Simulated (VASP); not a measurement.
# WS2 (P6_3/mmc) in VASP: a series of runs, part 2 of 2

VASP 6.6.1.

## 3. Single point, PBE+D3(BJ)

File INCAR:

```
SYSTEM = WS2
ALGO = Normal
EDIFF = 1E-6
ENCUT = 520
GGA = PE
ISIF = 2
ISMEAR = 0
IVDW = 12
LASPH = .True.
LCHARG = .False.
LREAL = .False.
LWAVE = .False.
NBANDS = 35
NELM = 80
PREC = Accurate
SIGMA = 0.02
```

File KPOINTS:

```
k-points
0
Gamma
  12 12 4
  0 0 0
```

File POSCAR:

```
WS2
1.0
    3.1542063670      0.0000000000      0.0000000000
   -1.5771031835      2.7316228426      0.0000000000
    0.0000000000      0.0000000000     12.1399047063
W S
2 4
Direct
    0.3333333333      0.6666666667      0.2500000000
    0.6666666667      0.3333333333      0.7500000000
    0.3333333333      0.6666666667      0.6202873799
    0.6666666667      0.3333333333      0.1202873799
    0.3333333333      0.6666666667      0.8797126201
    0.6666666667      0.3333333333      0.3797126201
```

Potentials or basis: VASP PAW PBE potentials, release 64 (W_sv, S).

The run is started by

```console
$ cat potpaw_PBE.64/W_sv/POTCAR potpaw_PBE.64/S/POTCAR > POTCAR
$ mpirun -np 1 vasp_std > vasp.out
```

OUTCAR:

```text
SYSTEM = WS2
   EDIFF = 1E-6
   ENCUT = 520
   GGA = PE
   ISIF = 2
   ISMEAR = 0
   IVDW = 12
   LASPH = .True.
   LREAL = .False.
   NELM = 80
   PREC = Accurate
 IVDW          = 12

 ion  position               nearest neighbor table
   1  0.333  0.667  0.250-   4 2.41   6 2.41   4 2.41   6 2.41   4 2.41   6 2.41
   2  0.667  0.333  0.750-   3 2.41   5 2.41   3 2.41   5 2.41   3 2.41   5 2.41
   3  0.333  0.667  0.620-   2 2.41   2 2.41   2 2.41
   4  0.667  0.333  0.120-   1 2.41   1 2.41   1 2.41
   5  0.333  0.667  0.880-   2 2.41   2 2.41   2 2.41
   6  0.667  0.333  0.380-   1 2.41   1 2.41   1 2.41

  LATTYP: Found a hexagonal cell.
 ALAT       =     3.1542063670
 C/A-ratio  =     3.8487984912

  Lattice vectors:

 A1 = (   3.1542063670,   0.0000000000,   0.0000000000)
 A2 = (  -1.5771031835,   2.7316228426,   0.0000000000)
 A3 = (   0.0000000000,   0.0000000000,  12.1399047063)

Analysis of symmetry for initial positions (statically):
=====================================================================
 Subroutine PRICEL returns:
 Original cell was already a primitive cell.

 Routine SETGRP: Setting up the symmetry group for a
 hexagonal supercell.

 Subroutine GETGRP returns: Found 24 space group operations
 (whereof 12 operations were pure point group operations)
 out of a pool of 24 trial point group operations.

The static configuration has the point symmetry D_3d.
 The point group associated with its full space group is D_6h.

Analysis of symmetry for dynamics (positions and initial velocities):
=====================================================================
 Subroutine PRICEL returns:
 Original cell was already a primitive cell.

 Routine SETGRP: Setting up the symmetry group for a
 hexagonal supercell.

 Subroutine GETGRP returns: Found 24 space group operations
 (whereof 12 operations were pure point group operations)
 out of a pool of 24 trial point group operations.

The dynamic configuration has the point symmetry D_3d.
 The point group associated with its full space group is D_6h.

 Subroutine INISYM returns: Found 24 space group operations
 (whereof 12 operations are pure point group operations),
 and found     1 'primitive' translations

----------------------------------------------------------------------------------------

                                     Primitive cell

  volume of cell :     104.5987

  direct lattice vectors                    reciprocal lattice vectors
     3.154206367  0.000000000  0.000000000     0.317036961  0.183041375  0.000000000
    -1.577103184  2.731622843  0.000000000     0.000000000  0.366082749  0.000000000
     0.000000000  0.000000000 12.139904706     0.000000000  0.000000000  0.082372969

  length of vectors
     3.154206367  3.154206367 12.139904706     0.366082749  0.366082749  0.082372969

  position of ions in fractional coordinates (direct lattice)
     0.333333333  0.666666667  0.250000000
     0.666666667  0.333333333  0.750000000
     0.333333333  0.666666667  0.620287380
     0.666666667  0.333333333  0.120287380
     0.333333333  0.666666667  0.879712620
     0.666666667  0.333333333  0.379712620

  ion indices of the primitive-cell ions
[... 24 lines left out ...]
     0.030506896  0.030506896  0.020593242

  Shift w.r.t. Gamma in fractional coordinates (k-lattice)
     0.000000000  0.000000000  0.000000000

 Subroutine IBZKPT returns following result:
 ===========================================

 Found     57 irreducible k-points:

 Following reciprocal coordinates:
            Coordinates               Weight
  0.000000  0.000000  0.000000      1.000000
  0.083333 -0.000000  0.000000      6.000000
  0.166667  0.000000  0.000000      6.000000
  0.250000  0.000000  0.000000      6.000000
  0.333333  0.000000  0.000000      6.000000
  0.416667  0.000000  0.000000      6.000000
[... 16 lines left out ...]
  0.250000  0.000000  0.250000     12.000000
  0.333333  0.000000  0.250000     12.000000
 [... further k-points ...]
   k-points           NKPTS =     57   k-points in BZ     NKDIM =     57   number of bands    NBANDS=     35
   number of dos      NEDOS =    301   number of ions     NIONS =      6
   total plane-waves  NPLWV =  51840
   dimension x,y,z NGX =    24 NGY =   24 NGZ =   90
   dimension x,y,z NGXF=    48 NGYF=   48 NGZF=  180
   ions per type =               2   4
   NGX,Y,Z   is equivalent  to a cutoff of  12.65, 12.65, 12.32 a.u.
   NGXF,Y,Z  is equivalent  to a cutoff of  25.30, 25.30, 24.65 a.u.
 SYSTEM =  WS2
   PREC   = accura    normal or accurate (medium, high low for compatibility)
   ISTART =      0    job   : 0-new  1-cont  2-samecut
   ICHARG =      2    charge: 1-file 2-atom 10-const
   ISPIN  =      1    spin polarized calculation?
   LNONCOLLINEAR =      F non collinear calculations
   LSORBIT =      F    spin-orbit coupling
   LASPH  =      T    aspherical Exc in radial PAW
   ENCUT  =  520.0 eV  38.22 Ry    6.18 a.u.   5.86  5.86 22.57*2*pi/ulx,y,z
   NELM   =     80;   NELMIN=  2; NELMDL= -5     # of ELM steps
   EDIFF  = 0.1E-05   stopping-criterion for ELM
   LREAL  =      F    real-space projection
[... 7 lines left out ...]
   TEBEG  =    0.0;   TEEND  =   0.0 temperature during run
   PSTRESS=    0.0 pullay stress
   NELECT =      52.0000    total number of electrons
   NUPDOWN=      -1.0000    fix difference up-down
   EMIN   =  10.00;   EMAX   =-10.00  energy-range for DOS
   EFERMI =   0.00;   METHOD = LEGACY
   ISMEAR =     0;   SIGMA  =   0.02  broadening in eV -4-tet -1-fermi 0-gaus
   EFERMI_NEDOS =   21; number of points for ismear=-14 and -15
   IALGO  =     38    algorithm
   IMIX   =      4    mixing-type and parameters
     AMIX     =   0.40;   BMIX     =  1.00
     AMIX_MAG =   1.60;   BMIX_MAG =  1.00
  volume/ion in A,a.u.               =      17.43       117.64
  Fermi-wavevector in a.u.,A,eV,Ry     =   1.296882  2.450752 22.883690  1.681904
  Thomas-Fermi vector in A             =   2.428310
   LORBIT       =      0    0 simple, 1 ext, 2 COOP (PROOUT), +10 PAW based schemes
   GGA     = PE    functional components
   LHFCALC =     F    Hartree Fock is set to
   AEXX    =    0.0000 exact exchange contribution
   IVDW    =    12    specifies the selected vdW correction
   LEPSILON=     F    determine dielectric tensor
   LRPA    =     F    only Hartree local field effects (RPA)
 non-spin polarized calculation
 Gauss-broadening in eV      SIGMA  =   0.02
  energy-cutoff  :      520.00
  volume of cell :      104.60
 maximum number of plane-waves:      2841
 NGX is ok and might be reduce to    24
   NGX = 11   NGY = 11   NGZ = 45

 number of electron      51.9999998 magnetization

 Free energy of the ion-electron system (eV)
  ---------------------------------------------------
  ext. energy  EPLUGINS =         0.00000000
  ---------------------------------------------------
  free energy    TOTEN  =       -47.18918387 eV

  energy without entropy =      -47.18918387  energy(sigma->0) =      -47.18918387

 E-fermi :   7.9222     XC(G=0): -11.0786

 val. band max:        7.7313724164   @ k =   0.0000   0.0000   0.0000
 cond. band min:       8.6375500616   @ k =   0.1667   0.1667   0.0000
 fundamental gap:      0.9061776452
 Fermi energy:         7.9222479886

 k-point     1 :       0.0000    0.0000    0.0000
  band No.  band energies     occupation
      1     -66.9189      2.00000
      2     -66.9189      2.00000
      3     -31.1763      2.00000
      4     -31.1762      2.00000
      5     -30.9984      2.00000
      6     -30.9984      2.00000
[... 901 lines left out ...]
     34      11.7299      0.00000
     35      13.4712      0.00000

 [... further k-points ...]

------------------------ aborting loop because EDIFF is reached ----------------------------------------

 Edisp (eV)   -2.61078

 E8    (eV) :    -1.0972

  FORCE on cell =-STRESS in cart. coord.  units (eV):
  Direction    XX          YY          ZZ          XY          YZ          ZX
  --------------------------------------------------------------------------------------
  -------------------------------------------------------------------------------------
  Total      -0.03135    -0.03135    -0.02586     0.00000     0.00000     0.00000
  in kB      -0.48017    -0.48017    -0.39618     0.00000     0.00000     0.00000
  external pressure =       -0.45 kB  Pullay stress =        0.00 kB

 VOLUME and BASIS-vectors are now :
 -----------------------------------------------------------------------------
  energy-cutoff  :      520.00
  volume of cell :      104.60
      direct lattice vectors                 reciprocal lattice vectors
     3.154206367  0.000000000  0.000000000     0.317036961  0.183041375  0.000000000
    -1.577103184  2.731622843  0.000000000     0.000000000  0.366082749  0.000000000
     0.000000000  0.000000000 12.139904706     0.000000000  0.000000000  0.082372969

 POSITION                                       TOTAL-FORCE (eV/Angst)
 -----------------------------------------------------------------------------------
     -0.00000      1.82108      3.03498         0.000000      0.000000      0.000000
      1.57710      0.91054      9.10493        -0.000000     -0.000000      0.000000
     -0.00000      1.82108      7.53023         0.000000      0.000000     -0.001649
      1.57710      0.91054      1.46028         0.000000      0.000000     -0.001649
     -0.00000      1.82108     10.67963         0.000000     -0.000000      0.001649
      1.57710      0.91054      4.60968         0.000000     -0.000000      0.001649
 -----------------------------------------------------------------------------------
    total drift:                               -0.000000      0.000000     -0.000000

  FREE ENERGIE OF THE ION-ELECTRON SYSTEM (eV)
  ---------------------------------------------------
  free  energy   TOTEN  =       -49.7999645046 eV

  energy  without entropy=      -49.7999645046  energy(sigma->0) =      -49.79996450
```

OSZICAR:

```text
N       E                     dE             d eps       ncg     rms          rms(c)
DAV:   1     0.516434491053E+03    0.51643E+03   -0.28456E+04  4366   0.149E+03
DAV:   2    -0.161977048143E+02   -0.53263E+03   -0.51345E+03  4556   0.413E+02
DAV:   3    -0.490587355134E+02   -0.32861E+02   -0.32300E+02  4904   0.979E+01
DAV:   4    -0.498538462333E+02   -0.79511E+00   -0.79058E+00  4848   0.159E+01
DAV:   5    -0.498698118187E+02   -0.15966E-01   -0.15956E-01  4806   0.237E+00    0.382E+01
DAV:   6    -0.475561988686E+02    0.23136E+01   -0.81598E+00  4522   0.193E+01    0.165E+01
DAV:   7    -0.473370102140E+02    0.21919E+00   -0.26914E+00  4267   0.851E+00    0.674E+00
DAV:   8    -0.471893628433E+02    0.14765E+00   -0.40938E-01  4465   0.443E+00    0.223E+00
DAV:   9    -0.471922824588E+02   -0.29196E-02   -0.53966E-02  4743   0.119E+00    0.121E+00
DAV:  10    -0.471897464608E+02    0.25360E-02   -0.27713E-02  4705   0.107E+00    0.415E-01
DAV:  11    -0.471891986943E+02    0.54777E-03   -0.48014E-03  4377   0.429E-01    0.194E-01
DAV:  12    -0.471891676754E+02    0.31019E-04   -0.19244E-04  4530   0.810E-02    0.880E-02
DAV:  13    -0.471891827875E+02   -0.15112E-04   -0.37404E-05  4433   0.359E-02    0.547E-02
DAV:  14    -0.471891849736E+02   -0.21861E-05   -0.25305E-05  4724   0.291E-02    0.375E-02
DAV:  15    -0.471891838197E+02    0.11538E-05   -0.39769E-06  4097   0.138E-02    0.200E-02
DAV:  16    -0.471891838749E+02   -0.55164E-07   -0.11806E-06  2373   0.487E-03
   1 F= -.49799965E+02 E0= -.49799965E+02  d E =-.543100E-44
```

stdout:

```text
POSCAR found type information on POSCAR W S
 POSCAR found :  2 types and       6 ions
 scaLAPACK will be used
 LDA part: xc-table for (Slater+PW92), standard interpolation
 POSCAR, INCAR and KPOINTS ok, starting setup
 FFT: planning ... GRIDC
 FFT: planning ... GRID_SOFT
 FFT: planning ... GRID
 WAVECAR not read
 entering main loop
```

Wall time 3.3 min (1 thread of Intel Xeon Platinum 8259CL at 2.50GHz (Skylake/Cascade Lake), shared host); peak memory 0.32 GiB.

Results:

```
Free energy                : -49.8000 eV
Pressure                   : 0.0 GPa
Band gap on the k mesh     : 0.91 eV (least direct gap 1.83 eV)
Dispersion energy per atom : -0.435 eV
```

Caveat: spin-orbit coupling is left out, which moves the levels of the heavy elements. A k mesh can miss the band edges.

## 4. Single point, PBE+D3(BJ)

INCAR is that of step 3.

KPOINTS is that of step 3.

File POSCAR:

```
WS2
1.0
    3.1542061832      0.0000000000      0.0000000000
   -1.5771030916      2.7316226834      0.0000000000
    0.0000000000      0.0000000000     12.1399091344
W S
2 4
Direct
    0.3333333333      0.6666666667      0.2500000000
    0.6666666667      0.3333333333      0.7500000000
    0.3333333333      0.6666666667      0.6202874207
    0.6666666667      0.3333333333      0.1202874207
    0.3333333333      0.6666666667      0.8797125793
    0.6666666667      0.3333333333      0.3797125793
```

The run is started by

```console
$ cat potpaw_PBE.64/W_sv/POTCAR potpaw_PBE.64/S/POTCAR > POTCAR
$ mpirun -np 1 vasp_std > vasp.out
```

It took 3.3 min on 1 thread of Intel Xeon Platinum 8259CL at 2.50GHz (Skylake/Cascade Lake), shared host; peak memory 0.33 GiB.

The run converged. Its results:

| Quantity | Value |
| --- | --- |
| Free energy | -49.8000 eV |
| Pressure | 0.0 GPa |
| Band gap on the k mesh | 0.91 eV (least direct gap 1.83 eV) |
| Dispersion energy per atom | -0.435 eV |

Levels at points of the mesh, in eV from the valence-band top:
| k point | band 24 | band 25 | band 26 | band 27 | band 28 | band 29 |
| --- | --- | --- | --- | --- | --- | --- |
| (0.00, 0.00, 0.00) | -1.42 | -1.28 | 0.00 | 2.26 | 2.26 | 2.28 |
| (0.50, 0.00, 0.00) | -1.78 | -1.78 | -1.56 | 2.29 | 2.34 | 2.54 |
| (0.00, 0.00, 0.50) | -2.24 | -0.31 | -0.31 | 2.25 | 2.25 | 2.25 |
| (0.50, 0.00, 0.50) | -1.90 | -1.65 | -1.65 | 2.31 | 2.31 | 2.74 |

Caveat: spin-orbit coupling is left out, which moves the levels of the heavy elements. A hybrid or GW would open this gap; PBE tends to underestimate it.
